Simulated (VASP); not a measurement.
Wanted: the native input for a VASP 6.6.1 run.

```yaml
Task: single point
Functional: LDA
Potentials_or_basis: VASP PAW LDA potentials, release 64 (Bi_d)
Cutoff: 500 eV
k_mesh: 12 × 12 × 12
Occupations: fermi-dirac, width 0.05 eV
Spin: no spin polarisation
Dipole_correction: no
Further_INCAR_settings: ALGO = Normal; EDIFF = 1e-06; NBANDS = 14
```

The structure of Bi lies in POSCAR:

```
Bi
1.0
    2.9179639227      0.0000000000      0.0000000000
    0.0000000000      2.9179639227      0.0000000000
    0.0000000000      0.0000000000      2.9179639227
Bi
1
Direct
    0.0000000000      0.0000000000      0.0000000000
```

This isn't the form of Bi at room conditions, which is rhombohedral.

The input as run:

INCAR

```
SYSTEM = Bi
ALGO = Normal
EDIFF = 1E-6
ENCUT = 500
GGA_COMPAT = .False.
ISIF = 2
ISMEAR = -1
LASPH = .True.
LCHARG = .False.
LREAL = .False.
LWAVE = .False.
NBANDS = 14
NELM = 120
PREC = Accurate
SIGMA = 0.05
```

KPOINTS

```
k-points
0
Gamma
  12 12 12
  0 0 0
```

Potentials or basis: VASP PAW LDA potentials, release 64 (Bi_d).

Launch:

```console
$ cat potpaw_LDA.64/Bi_d/POTCAR > POTCAR
$ mpirun -np 1 vasp_std > vasp.out
```

Results of the run:

```json
{"Pressure": "29.6 GPa", "Band gap on the k mesh": "zero (an odd number of electrons rules out a gap without spin polarisation)"}
```

Caveat: the cell stands under pressure; spin-orbit coupling is left out, which moves the levels of the heavy elements.

It took 21 s on 1 thread of Intel Xeon 8259CL, on a shared host, peak memory 0.14 GiB.
